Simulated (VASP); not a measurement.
# Ti (I4/mmm) in VASP: notebook, part 2 of 2

VASP 6.6.1. The steps go on from the part before.

**3. Single point, PBEsol (strain +0.025 along x and y, -0.025 along z)**

INCAR reads:

```
SYSTEM = Ti
ALGO = Normal
EDIFF = 1E-7
ENCUT = 520
GGA = PS
ISIF = 2
ISMEAR = 0
LASPH = .True.
LCHARG = .True.
LELF = .True.
LREAL = .False.
LVHAR = .True.
LWAVE = .False.
NBANDS = 12
NELM = 80
PREC = Accurate
SIGMA = 0.15
```

KPOINTS reads:

```
k-points
0
Gamma
  20 20 20
  0 0 0
```

POSCAR reads:

```
Ti
1.0
    0.0000000000      2.0807500000      1.9792500000
    2.0807500000      0.0000000000      1.9792500000
    2.0807500000      2.0807500000      0.0000000000
Ti
1
Direct
    0.0000000000      0.0000000000      0.0000000000
```

Potentials or basis: VASP PAW PBE potentials, release 64 (Ti_sv).

Run with:

```sh
$ cat potpaw_PBE.64/Ti_sv/POTCAR > POTCAR
$ mpirun -np 1 vasp_std > vasp.out
```

OUTCAR:

```text
SYSTEM = Ti
   EDIFF = 1E-7
   ENCUT = 520
   GGA = PS
   ISIF = 2
   ISMEAR = 0
   LASPH = .True.
   LREAL = .False.
   NELM = 80
   PREC = Accurate

 ion  position               nearest neighbor table
   1  0.000  0.000  0.000-

  LATTYP: Found a body centered tetragonal cell.
 ALAT       =     2.9426248699
 C/A-ratio  =     1.3452275349

  Lattice vectors:

 A1 = (   0.0000000000,  -2.0807500000,  -1.9792500000)
 A2 = (   0.0000000000,   2.0807500000,  -1.9792500000)
 A3 = (   2.0807500000,   0.0000000000,   1.9792500000)

Analysis of symmetry for initial positions (statically):
=====================================================================
 Subroutine PRICEL returns:
 Original cell was already a primitive cell.

 Routine SETGRP: Setting up the symmetry group for a
 body centered tetragonal supercell.

 Subroutine GETGRP returns: Found 16 space group operations
 (whereof 16 operations were pure point group operations)
 out of a pool of 16 trial point group operations.

The static configuration has the point symmetry D_4h.

Analysis of symmetry for dynamics (positions and initial velocities):
=====================================================================
 Subroutine PRICEL returns:
 Original cell was already a primitive cell.

 Routine SETGRP: Setting up the symmetry group for a
 body centered tetragonal supercell.

 Subroutine GETGRP returns: Found 16 space group operations
 (whereof 16 operations were pure point group operations)
 out of a pool of 16 trial point group operations.

The dynamic configuration has the point symmetry D_4h.

 Subroutine INISYM returns: Found 16 space group operations
 (whereof 16 operations are pure point group operations),
 and found     1 'primitive' translations

----------------------------------------------------------------------------------------

                                     Primitive cell
[... 114 lines left out ...]
   GGA     = PS    functional components
   LHFCALC =     F    Hartree Fock is set to
   AEXX    =    0.0000 exact exchange contribution
   IVDW    =     0    specifies the selected vdW correction
   LEPSILON=     F    determine dielectric tensor
   LRPA    =     F    only Hartree local field effects (RPA)
 non-spin polarized calculation
 Gauss-broadening in eV      SIGMA  =   0.15
  energy-cutoff  :      520.00
  volume of cell :       17.14
 maximum number of plane-waves:       487
 NGX is ok and might be reduce to    24
   NGX = 11   NGY = 11   NGZ = 11

 number of electron      12.0000002 magnetization

 Free energy of the ion-electron system (eV)
  ---------------------------------------------------
  ext. energy  EPLUGINS =         0.00000000
  ---------------------------------------------------
  free energy    TOTEN  =        -8.28503809 eV

  energy without entropy =       -8.26506564  energy(sigma->0) =       -8.27505186

 E-fermi :   8.2294     XC(G=0): -11.6998

 val. band max:        8.2281036538   @ k =  -0.2500   0.0000   0.0500
 cond. band min:       8.2296072659   @ k =   0.5000   0.3000   0.2000
 fundamental gap:      0.0015036121
 Fermi energy:         8.2294420549

 k-point     1 :       0.0000    0.0000    0.0000
  band No.  band energies     occupation
      1     -48.2209      2.00000
      2     -24.1608      2.00000
      3     -24.1608      2.00000
      4     -24.1530      2.00000
      5       2.1069      2.00000
      6       9.0027      0.00000
      7       9.0027      0.00000
      8       9.3869      0.00000
      9      10.5359      0.00000
     10      10.9785      0.00000
     11      23.6182      0.00000
     12      27.6786      0.00000
[... 331 lines left out ...]
 k-point    24 :      -0.3500    0.0500    0.0000
  band No.  band energies     occupation
      1     -48.1101      2.00000
      2     -24.7443      2.00000
      3     -24.2520      2.00000
      4     -24.2322      2.00000
      5       5.2104      2.00000
      6       8.2838      0.60813
      7       8.9754      0.00000
      8       9.3109      0.00000
      9      11.3474      0.00000
     10      11.6506      0.00000
     11      18.3873      0.00000
     12      23.4289      0.00000

 [... further k-points ...]

------------------------ aborting loop because EDIFF is reached ----------------------------------------

  FORCE on cell =-STRESS in cart. coord.  units (eV):
  Direction    XX          YY          ZZ          XY          YZ          ZX
  --------------------------------------------------------------------------------------
  -------------------------------------------------------------------------------------
  Total       -0.3975117     -0.3975117     -0.2212553      0.0000000      0.0000000     -0.0000000
  in kB      -37.1612301    -37.1612301    -20.6839689      0.0000000      0.0000000     -0.0000000
  external PRESSURE =     -31.6688097 kB  Pullay stress =       0.0000000 kB

 VOLUME and BASIS-vectors are now :
 -----------------------------------------------------------------------------
  energy-cutoff  :      520.00
  volume of cell :       17.14
      direct lattice vectors                 reciprocal lattice vectors
     0.000000000  2.080750000  1.979250000    -0.240297969  0.240297969  0.252620942
     2.080750000  0.000000000  1.979250000     0.240297969 -0.240297969  0.252620942
     2.080750000  2.080750000  0.000000000     0.240297969  0.240297969 -0.252620942

 POSITION                                       TOTAL-FORCE (eV/Angst)
 -----------------------------------------------------------------------------------
      0.00000      0.00000      0.00000        -0.000000      0.000000      0.000000
 -----------------------------------------------------------------------------------
    total drift:                               -0.000000      0.000000     -0.000000

  FREE ENERGIE OF THE ION-ELECTRON SYSTEM (eV)
  ---------------------------------------------------
  free  energy   TOTEN  =        -8.2850380922 eV

  energy  without entropy=       -8.2650656378  energy(sigma->0) =       -8.27505186
```

OSZICAR:

```text
N       E                     dE             d eps       ncg     rms          rms(c)
DAV:   1     0.862653338813E+02    0.86265E+02   -0.65297E+03 15444   0.121E+03
DAV:   2    -0.511250459899E+01   -0.91378E+02   -0.88882E+02 15664   0.297E+02
DAV:   3    -0.932819197132E+01   -0.42157E+01   -0.41699E+01 21512   0.650E+01
DAV:   4    -0.942163624880E+01   -0.93444E-01   -0.93326E-01 17400   0.846E+00
DAV:   5    -0.942403350740E+01   -0.23973E-02   -0.23972E-02 18580   0.118E+00    0.882E+00
DAV:   6    -0.829762908513E+01    0.11264E+01   -0.22636E+00 16780   0.225E+01    0.222E+00
DAV:   7    -0.827670482004E+01    0.20924E-01   -0.11023E-01 18960   0.383E+00    0.129E+00
DAV:   8    -0.828480409483E+01   -0.80993E-02   -0.40162E-02 15860   0.265E+00    0.204E-01
DAV:   9    -0.828501289421E+01   -0.20880E-03   -0.46931E-03 19876   0.813E-01    0.868E-02
DAV:  10    -0.828505465253E+01   -0.41758E-04   -0.29276E-04 16444   0.206E-01    0.219E-02
DAV:  11    -0.828503899944E+01    0.15653E-04   -0.23061E-05 18692   0.600E-02    0.113E-02
DAV:  12    -0.828503792356E+01    0.10759E-05   -0.24257E-06 16884   0.214E-02    0.250E-03
DAV:  13    -0.828503815975E+01   -0.23619E-06   -0.51224E-07 18796   0.669E-03    0.157E-03
DAV:  14    -0.828503809222E+01    0.67536E-07   -0.44974E-08 10200   0.256E-03
   1 F= -.82850381E+01 E0= -.82750519E+01  d E =-.199725E-01
```

It took 98 s on 1 thread of Intel Xeon Platinum 8259CL at 2.50GHz (Skylake/Cascade Lake), shared host; peak memory 0.25 GiB.

Results:

```yaml
Free_energy: -8.2850 eV
Pressure: -3.2 GPa
Band_gap_on_the_k_mesh: zero (band 6 reaches 9.05 eV, above the bottom of band 7 at 7.76 eV)
```

Stress tensor (GPa, compression positive):
```
-3.72  0.00  0.00
 0.00 -3.72  0.00
 0.00  0.00 -2.07
```

Levels at points of the mesh, in eV from the Fermi level:
| k point | band 4 | band 5 | band 6 | band 7 | band 8 | band 9 |
| --- | --- | --- | --- | --- | --- | --- |
| (0.00, 0.00, 0.00) | -32.38 | -6.12 | 0.77 | 0.77 | 1.16 | 2.31 |
| (0.50, 0.00, 0.00) | -32.45 | -2.62 | 0.54 | 0.69 | 1.00 | 3.55 |
| (0.50, 0.50, 0.00) | -32.68 | -2.60 | -1.82 | 3.55 | 3.62 | 3.95 |
| (0.50, 0.00, 0.50) | -32.59 | -2.63 | -1.69 | 2.60 | 3.62 | 3.79 |

Caveat: the cell differs from its parent crystal (strain +0.025 along x and y, -0.025 along z); the PAW data sets were made with another functional, which shifts forces and pressure a little.
